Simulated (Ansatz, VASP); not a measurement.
**ZrSi2: VASP beside Ansatz**

```xyz
12
Lattice="3.6568 0.0000 0.0000 0.0000 3.6743 0.0000 0.0000 0.0000 27.4531" Properties=species:S:1:pos:R:3 pbc="T T T"
Si    0.9142    1.8371    7.4808
Si    2.7426    0.0000    7.4654
Si    0.9142    0.0000   10.2877
Si    2.7426    0.0000   11.9188
Si    0.9142    0.0000   14.7956
Si    2.7426    1.8371   14.7861
Si    0.9142    1.8371   17.7177
Si    2.7426    1.8371   19.3768
Zr    2.7426    1.8371    9.6766
Zr    0.9142    1.8371   12.6593
Zr    2.7426    0.0000   16.8952
Zr    0.9142    0.0000   19.8100
```

Alike in both runs: functional PBEsol; k mesh 10 × 10 × 1; occupations gaussian, width 0.1 eV; no spin polarisation.

Ansatz relaxed the structure, and its values are those at the end. VASP's run is a single point on that final structure, the one shown.

|  | VASP | Ansatz |
| --- | --- | --- |
| version | VASP 6.6.1 | Ansatz 0.2.0 |
| potentials or method | VASP PAW PBE potentials, release 64 (Si, Zr_sv), cutoff 520 eV | scalar-relativistic, plane waves, PAW |
| valence electrons in the cell | 80 | 80 |

Ansatz gave:

| Quantity | Value |
| --- | --- |
| gap on the k mesh at the Fermi level (eV) | none |
| rms of the force components (eV/Å) | 0.003 |
| work function, face that differs most (eV) | 3.43 |

Problem. Which values does VASP return?

Solution. gap on the k mesh at the Fermi level (eV): none; rms of the force components (eV/Å): 0.004; work function, face that differs most (eV): 3.42.

VASP's potentials were made for PBE, not for PBEsol. A gap of «none» marks a metal or a gap that the smearing closes. Ansatz's warnings: xc potential rough in thin density.
